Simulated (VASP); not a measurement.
# AgCl (P4/mmm) in VASP: notebook, part 2 of 2

VASP 6.6.1. Earlier steps stand in the parts before.

### 4 Single point, PBE (zz strain of +3 %)

Contents of INCAR:

```
SYSTEM = AgCl
PREC = Accurate ; ENCUT = 520
EDIFF = 1E-7 ; ISMEAR = -1
SIGMA = 0.01 ; LREAL = .FALSE.
LASPH = .TRUE. ; NELM = 60
ALGO = Normal ; ISIF = 2
LWAVE = .FALSE. ; LCHARG = .TRUE.
GGA = PE ; LELF = .TRUE.
LVHAR = .TRUE. ; NBANDS = 16
```

Contents of KPOINTS:

```
regular mesh
0
G
  9 9 9
  0 0 0
```

Contents of POSCAR:

```
AgCl
1.0
    3.4339730000      0.0000000000      0.0000000000
    0.0000000000      3.4339730000      0.0000000000
    0.0000000000      0.0000000000      3.5369921900
Ag Cl
1 1
Direct
    0.0000000000      0.0000000000      0.0000000000
    0.5000000000      0.5000000000      0.5000000000
```

Potentials or basis: VASP PAW PBE potentials, release 64 (Ag, Cl).

Run with:

```
> cat potpaw_PBE.64/Ag/POTCAR potpaw_PBE.64/Cl/POTCAR > POTCAR
> mpirun -np 1 vasp_std > vasp.out
```

OUTCAR:

```text
SYSTEM = AgCl
   PREC = Accurate
   ENCUT = 520
   EDIFF = 1E-7
   ISMEAR = -1
   LREAL = .FALSE.
   LASPH = .TRUE.
   NELM = 60
   ISIF = 2
   GGA = PE

 ion  position               nearest neighbor table
   1  0.000  0.000  0.000-   2 3.00   2 3.00   2 3.00   2 3.00   2 3.00   2 3.00   2 3.00   2 3.00

   2  0.500  0.500  0.500-   1 3.00   1 3.00   1 3.00   1 3.00   1 3.00   1 3.00   1 3.00   1 3.00

  LATTYP: Found a simple tetragonal cell.
 ALAT       =     3.4339730000
 C/A-ratio  =     1.0300000000

  Lattice vectors:

 A1 = (   3.4339730000,   0.0000000000,   0.0000000000)
 A2 = (   0.0000000000,   3.4339730000,   0.0000000000)
 A3 = (   0.0000000000,   0.0000000000,   3.5369921900)

Analysis of symmetry for initial positions (statically):
=====================================================================
 Subroutine PRICEL returns:
 Original cell was already a primitive cell.

 Routine SETGRP: Setting up the symmetry group for a
 simple tetragonal supercell.

 Subroutine GETGRP returns: Found 16 space group operations
 (whereof 16 operations were pure point group operations)
 out of a pool of 16 trial point group operations.

The static configuration has the point symmetry D_4h.

Analysis of symmetry for dynamics (positions and initial velocities):
=====================================================================
 Subroutine PRICEL returns:
 Original cell was already a primitive cell.

 Routine SETGRP: Setting up the symmetry group for a
 simple tetragonal supercell.

 Subroutine GETGRP returns: Found 16 space group operations
 (whereof 16 operations were pure point group operations)
 out of a pool of 16 trial point group operations.

The dynamic configuration has the point symmetry D_4h.

 Subroutine INISYM returns: Found 16 space group operations
 (whereof 16 operations are pure point group operations),
 and found     1 'primitive' translations

----------------------------------------------------------------------------------------
[... 113 lines left out ...]
     AMIX_MAG =   1.60;   BMIX_MAG =  1.00
  volume/ion in A,a.u.               =      20.85       140.73
  Fermi-wavevector in a.u.,A,eV,Ry     =   1.237152  2.337878 20.824329  1.530545
  Thomas-Fermi vector in A             =   2.371731
   LORBIT       =      0    0 simple, 1 ext, 2 COOP (PROOUT), +10 PAW based schemes
   GGA     = PE    functional components
   LHFCALC =     F    Hartree Fock is set to
   AEXX    =    0.0000 exact exchange contribution
   IVDW    =     0    specifies the selected vdW correction
   LEPSILON=     F    determine dielectric tensor
   LRPA    =     F    only Hartree local field effects (RPA)
 non-spin polarized calculation
  energy-cutoff  :      520.00
  volume of cell :       41.71
 maximum number of plane-waves:      1144
 NGX is ok and might be reduce to    28
   NGX = 13   NGY = 13   NGZ = 13

 number of electron      17.9999999 magnetization

 Free energy of the ion-electron system (eV)
  ---------------------------------------------------
  ext. energy  EPLUGINS =         0.00000000
  ---------------------------------------------------
  free energy    TOTEN  =        -5.11253460 eV

  energy without entropy =       -5.11253460  energy(sigma->0) =       -5.11253460

 E-fermi :   3.7203     XC(G=0): -10.2280

 val. band max:        3.5212554524   @ k =   0.0000   0.0000   0.4444
 cond. band min:       4.0888806112   @ k =   0.0000   0.0000   0.0000
 fundamental gap:      0.5676251588
 Fermi energy:         3.7202770539

 k-point     1 :       0.0000    0.0000    0.0000
  band No.  band energies     occupation
      1     -10.8649      2.00000
      2       0.8960      2.00000
      3       0.9431      2.00000
      4       1.7935      2.00000
      5       1.7935      2.00000
      6       1.8214      2.00000
[... 433 lines left out ...]
      3       0.6002      2.00000
      4       0.9994      2.00000
      5       1.1599      2.00000
      6       1.7563      2.00000
[... 8 lines left out ...]
     15      18.3331      0.00000
     16      20.0559      0.00000

 [... further k-points ...]

------------------------ aborting loop because EDIFF is reached ----------------------------------------

  FORCE on cell =-STRESS in cart. coord.  units (eV):
  Direction    XX          YY          ZZ          XY          YZ          ZX
  --------------------------------------------------------------------------------------
  -------------------------------------------------------------------------------------
  Total       -0.2793790     -0.2793790     -0.6260935      0.0000000     -0.0000000      0.0000000
  in kB      -10.7318985    -10.7318985    -24.0503781      0.0000000     -0.0000000      0.0000000
  external PRESSURE =     -15.1713917 kB  Pullay stress =       0.0000000 kB

 VOLUME and BASIS-vectors are now :
 -----------------------------------------------------------------------------
  energy-cutoff  :      520.00
  volume of cell :       41.71
      direct lattice vectors                 reciprocal lattice vectors
     3.433973000  0.000000000  0.000000000     0.291207881  0.000000000  0.000000000
     0.000000000  3.433973000  0.000000000     0.000000000  0.291207881  0.000000000
     0.000000000  0.000000000  3.536992190     0.000000000  0.000000000  0.282726098

 POSITION                                       TOTAL-FORCE (eV/Angst)
 -----------------------------------------------------------------------------------
      0.00000      0.00000      0.00000         0.000000      0.000000      0.000000
      1.71699      1.71699      1.76850         0.000000      0.000000      0.000000
 -----------------------------------------------------------------------------------
    total drift:                               -0.000000      0.000000      0.000000

  FREE ENERGIE OF THE ION-ELECTRON SYSTEM (eV)
  ---------------------------------------------------
  free  energy   TOTEN  =        -5.1125345988 eV

  energy  without entropy=       -5.1125345988  energy(sigma->0) =       -5.11253460
```

stdout:

```text
POSCAR found type information on POSCAR AgCl
 POSCAR found :  2 types and       2 ions
 scaLAPACK will be used
 LDA part: xc-table for (Slater+PW92), standard interpolation
 POSCAR, INCAR and KPOINTS ok, starting setup
 FFT: planning ... GRIDC
 FFT: planning ... GRID_SOFT
 FFT: planning ... GRID
 WAVECAR not read
 entering main loop
```

Wall time 71 s (1 thread of Intel Xeon 8259CL, shared host); peak memory 0.19 GiB.

Results:

- Free energy: -5.1125 eV
- Pressure: -1.5 GPa
- Band gap on the k mesh: 0.57 eV (least direct gap 1.88 eV)

Caveat: the cell differs from its parent crystal (zz strain of +3 %); an odd mesh through Γ misses points on the zone boundary, where band edges can lie.

### 5 Overview

```csv
cell,gap on the mesh (eV),pressure (GPa)
"a = 3.434, b = 3.434, c = 3.468 Å, 2 atoms",0.59,-0.7
"a = 3.434, b = 3.434, c = 3.503 Å, 2 atoms",0.58,-1.1
"a = 3.434, b = 3.434, c = 3.537 Å, 2 atoms",0.57,-1.5
```

Alike in all rows: task single point; level PBE; potentials or basis VASP PAW PBE potentials, release 64 (Ag, Cl); no spin polarisation; k mesh 9 × 9 × 9; cutoff (eV) 520; smearing fermi-dirac 0.01 eV.

Caveats: an odd mesh through Γ misses points on the zone boundary, where band edges can lie.

Absolute energies hang on the potentials; compare differences alone.
